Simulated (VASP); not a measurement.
Ag:

```
Ag
1.0
     2.93000    0.00000    0.00000
    -1.46500    2.53745    0.00000
     0.00000    0.00000    4.79000
Ag
2
Direct
  0.66667 0.33333 0.75000
  0.33333 0.66667 0.25000
```

This isn't the form of Ag at room conditions, which is fcc.

* Program: VASP 6.6.1
* Task: relaxation of cell and atoms
* Functional: PBE
* Dispersion: D4
* Potentials or basis: VASP PAW PBE potentials, release 64 (Ag)
* Cutoff: 600 eV
* k mesh: 10 × 10 × 6
* Occupations: fermi-dirac, width 0.05 eV
* Spin: no spin polarisation

At the start: pressure -4.1 GPa; volume 17.81 Å³/atom.

Q: How do energy, volume and symmetry change on relaxing?

A: Over 9 steps the energy falls by 10.2 meV/atom and the volume is 17.07 Å³/atom (-4.1 %); space group P6_3/mmc (No. 194, to 0.1 Å) before and after.

The path:
```csv
step,energy change (eV),largest force (eV/Å),pressure (GPa),volume (Å³)
1,0.0000,0.0000,-4.11,35.61
2,-0.0135,0.0000,2.80,33.31
3,-0.0203,0.0000,0.01,34.12
4,-0.0203,0.0000,0.08,34.09
5,-0.0204,0.0000,0.10,34.09
6,-0.0204,0.0000,0.11,34.09
7,-0.0204,0.0000,0.10,34.09
8,-0.0204,0.0000,0.10,34.09
9,-0.0204,0.0000,-0.08,34.15
```

Final structure:
```cif
data_structure
_symmetry_space_group_name_H-M 'P 1'
_symmetry_Int_Tables_number 1
_cell_length_a 2.8951
_cell_length_b 2.8951
_cell_length_c 4.7047
_cell_angle_alpha 90.000
_cell_angle_beta 90.000
_cell_angle_gamma 120.000
_cell_volume 34.15
loop_
_atom_site_label
_atom_site_type_symbol
_atom_site_fract_x
_atom_site_fract_y
_atom_site_fract_z
_atom_site_occupancy
Ag1 Ag 0.66667 0.33333 0.75000 1
Ag2 Ag 0.33333 0.66667 0.25000 1
```
